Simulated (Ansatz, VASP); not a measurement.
## GaSb in VASP and in Ansatz

```
Ga Sb
1.0
     0.00000    2.97390    2.97390
     2.97390    0.00000    2.97390
     2.97390    2.97390    0.00000
Ga Sb
1 1
Direct
  0.00000 0.00000 0.00000
  0.25000 0.25000 0.25000
```

Change from the starting cell: hydrostatic strain -3.0%.

Alike in both runs: task single point; functional r2SCAN; k mesh 8 × 8 × 8; no spin polarisation.

|  | VASP | Ansatz |
| --- | --- | --- |
| version | VASP 6.6.1 | Ansatz 0.2.0 |
| potentials or method | VASP PAW PBE potentials, release 64 (Ga_d, Sb) | plane waves, PAW |
| plane-wave cutoff (eV) | 520 | 500 |
| occupations | gaussian, width 0.01 eV | fixed |
| valence electrons in the cell | 18 | 28 |

```csv
,VASP,Ansatz,Ansatz less VASP
gap on the k mesh at the Fermi level (eV),0.89,0.90,+0.016
pressure (GPa),6.2,6.1,-0.13
```

VASP's potentials were made for PBE, not for r2SCAN. VASP's potentials hold 18 valence electrons a cell and Ansatz's 28, so a difference there can come from the potentials and not from the codes.

Spin-orbit coupling is off throughout.
